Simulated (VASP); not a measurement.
# Mg (I4/mmm) in VASP: further runs

The runs below take Mg through single point, with PBEsol.

Everything below comes from runs of VASP 6.6.1. Logs are shortened: lines on timing, memory, paths and dates and some standing lists are left out, and cuts for length are marked.

### Step 1. The cell of the first run

The structure is tetragonal, space group I4/mmm (No. 139). Conventional cell: a = 2.953 Å, b = 2.953 Å, c = 2.894 Å, α = 90.00°, β = 90.00°, γ = 90.00°. Within 3.4 Å of Mg (site symmetry 4/mmm) lie 14 Mg at 2.54 to 2.95 Å.

### Step 2. Single point, PBEsol (zz strain of -2 %)

INCAR reads:

```
PREC = Accurate
ENCUT = 520
EDIFF = 1E-6
ISMEAR = -1
SIGMA = 0.05
LREAL = F
LASPH = T
NELM = 80
ALGO = Normal
ISIF = 2
LWAVE = F
LCHARG = F
GGA = PS
NBANDS = 7
```

KPOINTS reads:

```
regular mesh
0
Gamma
  16 16 16
```

POSCAR reads:

```
Mg
1.0
   -1.4765000000      1.4765000000      1.4469700000
    1.4765000000     -1.4765000000      1.4469700000
    1.4765000000      1.4765000000     -1.4469700000
Mg
1
Direct
    0.0000000000      0.0000000000      0.0000000000
```

Potentials or basis: VASP PAW PBE potentials, release 64 (Mg).

On the command line:

```bash
$ cat potpaw_PBE.64/Mg/POTCAR > POTCAR
$ mpirun -np 1 vasp_std > vasp.out
```

OUTCAR:

```text
PREC = Accurate
   ENCUT = 520
   EDIFF = 1E-6
   ISMEAR = -1
   LREAL = F
   LASPH = T
   NELM = 80
   ISIF = 2
   GGA = PS

 ion  position               nearest neighbor table
   1  0.000  0.000  0.000-

  LATTYP: Found a body centered tetragonal cell.
 ALAT       =     2.9530000000
 C/A-ratio  =     0.9800000000

  Lattice vectors:

 A1 = (  -1.4765000000,   1.4765000000,   1.4469700000)
 A2 = (   1.4765000000,  -1.4765000000,   1.4469700000)
 A3 = (   1.4765000000,   1.4765000000,  -1.4469700000)

Analysis of symmetry for initial positions (statically):
=====================================================================
 Subroutine PRICEL returns:
 Original cell was already a primitive cell.

 Routine SETGRP: Setting up the symmetry group for a
 body centered tetragonal supercell.

 Subroutine GETGRP returns: Found 16 space group operations
 (whereof 16 operations were pure point group operations)
 out of a pool of 16 trial point group operations.

The static configuration has the point symmetry D_4h.

Analysis of symmetry for dynamics (positions and initial velocities):
=====================================================================
 Subroutine PRICEL returns:
 Original cell was already a primitive cell.

 Routine SETGRP: Setting up the symmetry group for a
 body centered tetragonal supercell.

 Subroutine GETGRP returns: Found 16 space group operations
 (whereof 16 operations were pure point group operations)
 out of a pool of 16 trial point group operations.

The dynamic configuration has the point symmetry D_4h.

 Subroutine INISYM returns: Found 16 space group operations
 (whereof 16 operations are pure point group operations),
 and found     1 'primitive' translations

----------------------------------------------------------------------------------------

                                     Primitive cell

  volume of cell :      12.6179

  direct lattice vectors                    reciprocal lattice vectors
    -1.476500000  1.476500000  1.446970000     0.000000000  0.338638673  0.345549666
     1.476500000 -1.476500000  1.446970000     0.338638673  0.000000000  0.345549666
     1.476500000  1.476500000 -1.446970000     0.338638673  0.338638673  0.000000000

  length of vectors
     2.540438285  2.540438285  2.540438285     0.483818894  0.483818894  0.478907403

  position of ions in fractional coordinates (direct lattice)
     0.000000000  0.000000000  0.000000000
[... 75 lines left out ...]
   NELM   =     80;   NELMIN=  2; NELMDL= -5     # of ELM steps
   EDIFF  = 0.1E-05   stopping-criterion for ELM
   LREAL  =      F    real-space projection
   EDIFFG = 0.1E-04   stopping-criterion for IOM
   NSW    =      0    number of steps for IOM
   IBRION =     -1    ionic relax: 0-MD 1-quasi-New 2-CG
   NFREE  =      0    steps in history (QN), initial steepest desc. (CG)
   ISIF   =      2    stress and relaxation
   ISYM   =      2    0-nonsym 1-usesym 2-fastsym
   POTIM  = 0.5000    time-step for ionic-motion
   TEBEG  =    0.0;   TEEND  =   0.0 temperature during run
   PSTRESS=    0.0 pullay stress
   NELECT =       2.0000    total number of electrons
   NUPDOWN=      -1.0000    fix difference up-down
   EMIN   =  10.00;   EMAX   =-10.00  energy-range for DOS
   EFERMI =   0.00;   METHOD = LEGACY
   ISMEAR =    -1;   SIGMA  =   0.05  broadening in eV -4-tet -1-fermi 0-gaus
   EFERMI_NEDOS =   21; number of points for ismear=-14 and -15
   IALGO  =     38    algorithm
   IMIX   =      4    mixing-type and parameters
     AMIX     =   0.40;   BMIX     =  1.00
     AMIX_MAG =   1.60;   BMIX_MAG =  1.00
  volume/ion in A,a.u.               =      12.62        85.15
  Fermi-wavevector in a.u.,A,eV,Ry     =   0.885977  1.674255 10.679976  0.784956
  Thomas-Fermi vector in A             =   2.007083
   LORBIT       =      0    0 simple, 1 ext, 2 COOP (PROOUT), +10 PAW based schemes
   GGA     = PS    functional components
   LHFCALC =     F    Hartree Fock is set to
   AEXX    =    0.0000 exact exchange contribution
   IVDW    =     0    specifies the selected vdW correction
   LEPSILON=     F    determine dielectric tensor
   LRPA    =     F    only Hartree local field effects (RPA)
 non-spin polarized calculation
  energy-cutoff  :      520.00
  volume of cell :       12.62
 maximum number of plane-waves:       370
   NGX =  9   NGY =  9   NGZ =  9

 number of electron       2.0000000 magnetization

 Free energy of the ion-electron system (eV)
  ---------------------------------------------------
  ext. energy  EPLUGINS =         0.00000000
  ---------------------------------------------------
  free energy    TOTEN  =        -0.43370630 eV

  energy without entropy =       -0.43152780  energy(sigma->0) =       -0.43261705

 E-fermi :   6.6667     XC(G=0): -10.6567

 val. band max:        6.6523965342   @ k =   0.3750   0.1250   0.1250
 cond. band min:       6.6888080335   @ k =   0.4375   0.3750   0.0625
 fundamental gap:      0.0364114993
 Fermi energy:         6.6667240483

 k-point     1 :       0.0000    0.0000    0.0000
  band No.  band energies     occupation
      1      -3.2758      2.00000
      2      23.8560      0.00000
      3      24.4620      0.00000
      4      24.4620      0.00000
      5      26.7281      0.00000
      6      27.3989      0.00000
      7      28.6931      0.00000
[... 221 lines left out ...]
 k-point    24 :      -0.0625    0.0625    0.0000
  band No.  band energies     occupation
      1      -3.1394      2.00000
      2      22.6271      0.00000
      3      23.7525      0.00000
      4      24.3289      0.00000
      5      25.6910      0.00000
      6      26.4743      0.00000
      7      29.6057      0.00000

 [... further k-points ...]

------------------------ aborting loop because EDIFF is reached ----------------------------------------

  FORCE on cell =-STRESS in cart. coord.  units (eV):
  Direction    XX          YY          ZZ          XY          YZ          ZX
  --------------------------------------------------------------------------------------
  -------------------------------------------------------------------------------------
  Total        5.1728912      5.1728912      5.2989651      0.0000000      0.0000000      0.0000000
  in kB      656.8368420    656.8368420    672.8452959      0.0000000      0.0000000      0.0000000
  external PRESSURE =     662.1729933 kB  Pullay stress =       0.0000000 kB

 VOLUME and BASIS-vectors are now :
 -----------------------------------------------------------------------------
  energy-cutoff  :      520.00
  volume of cell :       12.62
      direct lattice vectors                 reciprocal lattice vectors
    -1.476500000  1.476500000  1.446970000     0.000000000  0.338638673  0.345549666
     1.476500000 -1.476500000  1.446970000     0.338638673  0.000000000  0.345549666
     1.476500000  1.476500000 -1.446970000     0.338638673  0.338638673  0.000000000

 POSITION                                       TOTAL-FORCE (eV/Angst)
 -----------------------------------------------------------------------------------
      0.00000      0.00000      0.00000        -0.000000      0.000000      0.000000
 -----------------------------------------------------------------------------------
    total drift:                                0.000000      0.000000     -0.000000

  FREE ENERGIE OF THE ION-ELECTRON SYSTEM (eV)
  ---------------------------------------------------
  free  energy   TOTEN  =        -0.4337063025 eV

  energy  without entropy=       -0.4315278003  energy(sigma->0) =       -0.43261705
```

OSZICAR:

```text
N       E                     dE             d eps       ncg     rms          rms(c)
DAV:   1     0.595714783815E+00    0.59571E+00   -0.10132E+03  5614   0.213E+02
DAV:   2    -0.475937257529E+00   -0.10717E+01   -0.10354E+01  6811   0.151E+01
DAV:   3    -0.478717672564E+00   -0.27804E-02   -0.27803E-02  5726   0.888E-01
DAV:   4    -0.478721476080E+00   -0.38035E-05   -0.38034E-05  6937   0.242E-02
DAV:   5    -0.478721485502E+00   -0.94216E-08   -0.91962E-08  5810   0.780E-04    0.777E-01
DAV:   6    -0.451205785683E+00    0.27516E-01   -0.28971E-04  5803   0.125E-01    0.494E-01
DAV:   7    -0.433874057172E+00    0.17332E-01   -0.81296E-04  5460   0.213E-01    0.194E-02
DAV:   8    -0.433719928398E+00    0.15413E-03   -0.22255E-05  6195   0.311E-02    0.591E-03
DAV:   9    -0.433706243712E+00    0.13685E-04   -0.47473E-06  5656   0.134E-02    0.721E-04
DAV:  10    -0.433706302480E+00   -0.58767E-07   -0.77975E-08  2940   0.181E-03
   1 F= -.43370630E+00 E0= -.43261705E+00  d E =-.217850E-02
```

stdout:

```text
POSCAR found type information on POSCAR Mg
 POSCAR found :  1 types and       1 ions
 scaLAPACK will be used
 -----------------------------------------------------------------------------
|                                                                             |
|                                                                             |
|     You enforced a specific xc type in the INCAR file but a different       |
|     I HOPE YOU KNOW WHAT YOU ARE DOING!                                     |
|                                                                             |
 -----------------------------------------------------------------------------

 LDA part: xc-table for (Slater+PW92), standard interpolation
 POSCAR, INCAR and KPOINTS ok, starting setup
 FFT: planning ... GRIDC
 FFT: planning ... GRID_SOFT
 FFT: planning ... GRID
 WAVECAR not read
 entering main loop
```

Run time: 15 s. Hardware: 1 thread of Intel Xeon Platinum 8375C at 2.90GHz (Ice Lake), shared host; peak memory 0.15 GiB.

Results:

```yaml
Free_energy: -0.4337 eV
Pressure: 66.2 GPa
Band_gap_on_the_k_mesh: zero (bands 1 and 2 overlap by 4.77 eV)
```

Levels at points of the mesh, in eV from the Fermi level:
```csv
k point,band 1,band 2,band 3,band 4,band 5,band 6
"(0.00, 0.00, 0.00)",-9.94,17.19,17.80,17.80,20.06,20.73
"(0.50, 0.00, 0.00)",-2.29,-0.88,10.75,14.67,15.16,17.73
"(0.50, 0.50, 0.00)",-2.45,-1.03,11.28,15.16,15.72,17.70
"(0.50, 0.50, 0.50)",3.74,4.04,6.03,6.03,6.76,16.05
```

Caveat: the cell differs from its parent crystal (zz strain of -2 %); the cell stands under pressure; the PAW data sets were made with another functional, which shifts forces and pressure a little.

### Step 3. Single point, PBEsol (zz strain of +1 %)

INCAR reads:

```
ALGO = Normal
EDIFF = 1E-6
ENCUT = 520
GGA = PS
ISIF = 2
ISMEAR = -1
LASPH = True
LCHARG = True
LELF = True
LREAL = False
LVHAR = True
LWAVE = False
NBANDS = 7
NELM = 100
PREC = Accurate
SIGMA = 0.05
```

KPOINTS reads:

```
k-points
0
Gamma
  16 16 16
```

POSCAR reads:

```
Mg
1.0
   -1.4765000000      1.4765000000      1.4912650000
    1.4765000000     -1.4765000000      1.4912650000
    1.4765000000      1.4765000000     -1.4912650000
Mg
1
Direct
    0.0000000000      0.0000000000      0.0000000000
```

Potentials or basis: VASP PAW PBE potentials, release 64 (Mg).

On the command line:

```bash
$ cat potpaw_PBE.64/Mg/POTCAR > POTCAR
$ mpirun -np 1 vasp_std > vasp.out
```

Run time: 14 s. Hardware: 1 thread of Intel Xeon Platinum 8375C at 2.90GHz (Ice Lake), shared host; peak memory 0.15 GiB.

Results (log left out):

```
Free energy            : -0.5853 eV
Pressure               : 59.2 GPa
Band gap on the k mesh : zero (bands 1 and 2 overlap by 4.78 eV)
```

Stress tensor (GPa, compression positive):
```
59.41  0.00  0.00
 0.00 59.41  0.00
 0.00  0.00 58.67
```

Levels at points of the mesh, in eV from the Fermi level:
| k point | band 1 | band 2 | band 3 | band 4 |
| --- | --- | --- | --- | --- |
| (0.00, 0.00, 0.00) | -9.77 | 17.24 | 17.24 | 17.53 |
| (0.50, 0.00, 0.00) | -2.33 | -0.94 | 10.89 | 14.64 |
| (0.50, 0.50, 0.00) | -2.25 | -0.87 | 10.64 | 14.41 |
| (0.50, 0.50, 0.50) | 3.85 | 4.00 | 5.89 | 6.23 |

Caveat: the cell differs from its parent crystal (zz strain of +1 %); the cell stands under pressure; the PAW data sets were made with another functional, which shifts forces and pressure a little.

### Step 4. Single point, PBEsol (equal xx and yy strain of +3 %)

INCAR reads:

```
SYSTEM = Mg
PREC = Accurate
ENCUT = 520
EDIFF = 1E-6
ISMEAR = -1
SIGMA = 0.05
LREAL = .False.
LASPH = .True.
NELM = 60
ALGO = Normal
ISIF = 2
LWAVE = .False.
LCHARG = .False.
GGA = PS
NBANDS = 7
```

KPOINTS reads:

```
regular mesh
0
Gamma
  16 16 16
  0 0 0
```

POSCAR reads:

```
Mg
1.0
   -1.5207950000      1.5207950000      1.4765000000
    1.5207950000     -1.5207950000      1.4765000000
    1.5207950000      1.5207950000     -1.4765000000
Mg
1
Direct
    0.0000000000      0.0000000000      0.0000000000
```

On the command line:

```bash
$ cat potpaw_PBE.64/Mg/POTCAR > POTCAR
$ mpirun -np 1 vasp_std > vasp.out
```

Run time: 14 s. Hardware: 1 thread of Intel Xeon Platinum 8375C at 2.90GHz (Ice Lake), shared host; peak memory 0.15 GiB.

The run converged. Its results:

- Free energy: -0.8045 eV
- Pressure: 49.0 GPa
- Band gap on the k mesh: zero (bands 1 and 2 overlap by 4.80 eV)

Stress tensor (GPa, compression positive):
```
48.29  0.00  0.00
 0.00 48.29  0.00
 0.00  0.00 50.30
```

Levels at points of the mesh, in eV from the Fermi level:
| k point | band 1 | band 2 | band 3 | band 4 | band 5 | band 6 |
| --- | --- | --- | --- | --- | --- | --- |
| (0.00, 0.00, 0.00) | -9.50 | 16.36 | 17.20 | 17.20 | 19.14 | 20.07 |
| (0.50, 0.00, 0.00) | -2.17 | -0.83 | 10.37 | 13.90 | 14.11 | 16.74 |
| (0.50, 0.50, 0.00) | -2.38 | -1.06 | 11.10 | 14.61 | 14.88 | 16.75 |
| (0.50, 0.50, 0.50) | 3.74 | 4.15 | 5.53 | 5.53 | 6.54 | 14.65 |

Caveat: the cell differs from its parent crystal (equal xx and yy strain of +3 %); the cell stands under pressure; the PAW data sets were made with another functional, which shifts forces and pressure a little.

### Step 5. The runs side by side

| cell | gap on the mesh (eV) | pressure (GPa) |
| --- | --- | --- |
| a = 2.540 Å, angles 108.9, 108.9, 110.6°, 1 atom | none | 66.2 |
| a = 2.566 Å, angles 109.7, 109.7, 108.9°, 1 atom | none | 59.2 |
| a = 2.609 Å, angles 108.7, 108.7, 111.1°, 1 atom | none | 49.0 |

Alike in all rows: task single point; level PBEsol; potentials or basis VASP PAW PBE potentials, release 64 (Mg); no spin polarisation; k mesh 16 × 16 × 16; cutoff (eV) 520; smearing fermi-dirac 0.05 eV.

Caveats: the cell stands under pressure; the PAW data sets were made with another functional, which shifts forces and pressure a little.

Absolute energies hang on the potentials; compare differences alone.
